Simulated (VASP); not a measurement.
# NbCd3: single point with LDA

The system is NbCd3.

```
Nb Cd
1.0
     4.21500   -0.04215   -0.04215
    -0.04215    4.21500   -0.04215
    -0.04215   -0.04215    4.21500
Nb Cd
1 3
Cartesian
  0.0000 0.0000 0.0000
  -0.0421 2.0864 2.0864
  2.0864 -0.0421 2.0864
  2.0864 2.0864 -0.0421
```

This cell differs from its parent crystal: equal xy, yz and zx shear strains of -2 %.

```json
{
  "Program": "VASP 6.6.1",
  "Task": "single point",
  "Functional": "LDA",
  "Potentials or basis": "VASP PAW LDA potentials, release 64 (Nb_sv, Cd)",
  "Cutoff": "520 eV",
  "k mesh": "9 × 9 × 9",
  "Occupations": "fermi-dirac, width 0.08 eV",
  "Spin": "no spin polarisation",
  "Dipole correction": "no",
  "Further INCAR settings": "ALGO = Normal; EDIFF = 1e-07; NBANDS = 32"
}
```

| Item | Value |
| --- | --- |
| Pressure | -1.5 GPa |
| Band gap on the k mesh | zero (an odd number of electrons rules out a gap without spin polarisation) |

Stress tensor (GPa, compression positive):
```
-1.53  1.44  1.44
 1.44 -1.53  1.44
 1.44  1.44 -1.53
```

Levels at points of the mesh, in eV from the Fermi level:
| k point | band 22 | band 23 | band 24 | band 25 | band 26 | band 27 |
| --- | --- | --- | --- | --- | --- | --- |
| (0.00, 0.00, 0.00) | -0.94 | 0.16 | 0.16 | 0.28 | 1.29 | 1.29 |

Wall time 2.3 min on 1 thread of AMD EPYC 7R13 Processor (Zen 3), with other jobs on the host, peak memory 0.25 GiB.

Caveat: the cell differs from its parent crystal (equal xy, yz and zx shear strains of -2 %).
